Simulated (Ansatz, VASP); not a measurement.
Cd2Se3: VASP beside Ansatz

```
CELL_PARAMETERS angstrom
4.42556 0.00000 0.00000
-2.21278 3.83265 0.00000
0.00000 0.00000 8.68688
ATOMIC_POSITIONS crystal
Cd 0.00000 0.00000 0.00000
Cd 0.33333 0.66667 0.50000
Se 0.66667 0.33333 0.14750
Se 0.66667 0.33333 0.85250
Se 0.00000 0.00000 0.50000
```

Change from the starting cell: species swapped into the Co3Ge2 type (P-6m2, No. 187).

Alike in both runs: functional PBE; k mesh 4 × 4 × 3; occupations gaussian, width 0.2 eV; no spin polarisation.

Ansatz relaxed the structure, and its values are those at the end. VASP's run is a single point on that final structure, the one shown.

|  | VASP | Ansatz |
| --- | --- | --- |
| version | VASP 6.6.1 | Ansatz 0.2.0 |
| potentials or method | VASP PAW PBE potentials, release 64 (Cd, Se), cutoff 520 eV | scalar-relativistic, plane waves, PAW |
| valence electrons in the cell | 42 | 88 |

VASP gave:

- gap on the k mesh at the Fermi level (eV): none
- pressure (GPa): 0.5
- rms of the force components (eV/Å): 0.024

Task: Estimate Ansatz's values.

Result: gap on the k mesh at the Fermi level (eV): none; pressure (GPa): 0.3; rms of the force components (eV/Å): 0.010.

A gap of «none» marks a metal or a gap that the smearing closes. VASP's potentials hold 42 valence electrons a cell and Ansatz's 88, so a difference there can come from the potentials and not from the codes.

The k mesh is coarse, so the values compare programs but aren't converged.
